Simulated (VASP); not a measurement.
Set up this calculation in VASP 6.6.1, as the native input.

```
Task                   : single point
Functional             : PBEsol
Potentials or basis    : VASP PAW PBE potentials, release 64 (Ti_sv, Be, O)
Cutoff                 : 600 eV
k mesh                 : 4 × 4 × 4
Occupations            : gaussian, width 0.05 eV
Spin                   : collinear spin
Starting moments       : [1.28, 0.0, 0.0, 0.0, 0.0, 0.0, 0.0, 0.0, 0.01, 0.0, 0.0, 0.0, 0.01, 0.01, 0.01, 0.0] μB
Hubbard terms          : Ti d U = 3.0 eV
Dipole correction      : no
Further INCAR settings : ALGO = Normal; EDIFF = 1e-06; NBANDS = 55
```

The structure of TiBe7O8 lies in POSCAR:

```
TiBe7O8
1.0
    5.3966032000      0.0000000000      0.0000000000
   -2.6983016000      4.6735954000      0.0000000000
    0.0000000000      0.0000000000      4.3776000000
Ti Be O
1 7 8
Direct
    0.1666666667      0.3333333333      0.0250078772
    0.1708964507      0.8354482253      0.9909409859
    0.6645517747      0.3291035493      0.9909409859
    0.6645517747      0.8354482253      0.9909409859
    0.3397240829      0.1602759171      0.5051566331
    0.3397240829      0.6794481658      0.5051566331
    0.8205518342      0.1602759171      0.5051566331
    0.8333333333      0.6666666667      0.4914454792
    0.1666666667      0.3333333333      0.4762251074
    0.1636412869      0.8318206435      0.3646772222
    0.6681793565      0.3363587131      0.3646772222
    0.6681793565      0.8318206435      0.3646772222
    0.3565142533      0.1434857467      0.8607297056
    0.3565142533      0.7130285066      0.8607297056
    0.7869714934      0.1434857467      0.8607297056
    0.8333333333      0.6666666667      0.8676078961
```

The input as run:

INCAR

```
SYSTEM = TiBe7O8
PREC = Accurate
ENCUT = 600
EDIFF = 1E-6
ISMEAR = 0
SIGMA = 0.05
LREAL = .FALSE.
LASPH = .TRUE.
NELM = 200
ALGO = Normal
ISIF = 2
LWAVE = .FALSE.
LCHARG = .TRUE.
ISPIN = 2
MAGMOM = 1.28 0 0 0 0 0 0 0 0.01 0 0 0 0.01 0.01 0.01 0
LORBIT = 11
LMAXMIX = 4
LDAU = .TRUE.
LDAUTYPE = 2
LDAUL = 2 -1 -1
LDAUU = 3 0 0
LDAUJ = 0 0 0
LDAUPRINT = 1
GGA = PS
LELF = .TRUE.
LVHAR = .TRUE.
NBANDS = 55
GGA_COMPAT = .FALSE.
```

KPOINTS

```
Automatic mesh
0
G
  4 4 4
  0 0 0
```

Potentials or basis: VASP PAW PBE potentials, release 64 (Ti_sv, Be, O).

Launch:

```sh
$ cat potpaw_PBE.64/Ti_sv/POTCAR potpaw_PBE.64/Be/POTCAR potpaw_PBE.64/O/POTCAR > POTCAR
$ mpirun -np 1 vasp_std > vasp.out
```

It gave:

- Pressure: 27.3 GPa
- Largest force: 0.196 eV/Å
- Band gap on the k mesh: 1.49 eV, indirect (least direct gap 1.81 eV)
- Net moment: 2.00 μB per cell
- Site moments: Ti +1.62; Be +0.01, +0.00; O +0.01, +0.00 μB
- Valence electrons inside the program's atomic spheres: Ti 10.74; Be 1.45, 1.37, 1.30; O 5.21, 5.18, 5.28, 5.17

Caveat: the PAW data sets were made with another functional, which shifts forces and pressure a little.

Run time: 5.4 min on 1 thread of Intel(R) Xeon(R) Platinum 8259CL CPU @ 2.50GHz (Skylake/Cascade Lake), with other jobs on the host, peak memory 0.41 GiB.
